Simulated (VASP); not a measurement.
Runs of VASP 6.6.1 on Sb. The structure is that of space group Im-3m (No. 229), or close to it. The cells are those of the table. 

| cell | k mesh | gap on the mesh (eV) | pressure (GPa) |
| --- | --- | --- | --- |
| a = 3.188 Å, angles 109.5°, 1 atom | 13 × 13 × 13 | none | 2.8 |
| a = 3.274 Å, angles 109.5°, 1 atom | 13 × 13 × 13 | none | (a) |
| a = 3.356 Å, angles 109.5°, 1 atom | 13 × 13 × 13 | none | -6.1 |
| a = 3.232 Å, angles 109.5°, 1 atom | 13 × 13 × 13 | none | -0.2 |
| a = 3.143 Å, angles 109.5°, 1 atom | 13 × 13 × 13 | none | 6.6 |
| a = 3.232 Å, angles 109.5°, 1 atom | 12 × 12 × 12 | none | 0.0 |
| a = 3.232 Å, angles 109.5°, 1 atom | 19 × 19 × 19 | none | 0.0 |
| a = 3.316 Å, angles 109.5°, 1 atom | 13 × 13 × 13 | none | (b) |

Alike in all rows: task single point; level PBEsol; potentials or basis VASP PAW PBE potentials, release 64 (Sb); no spin polarisation; cutoff (eV) 520; smearing fermi-dirac 0.1 eV.

Q: Fill in the values left out.

A: (a) -2.6; (b) -4.6.

Caveats: the PAW data sets were made with another functional, which shifts forces and pressure a little; spin-orbit coupling is left out, which moves the levels of the heavy elements.

A k mesh can miss the band edges, and the runs leave out spin-orbit coupling on Sb.

A gap of «none» marks levels without a gap at the run's occupations.
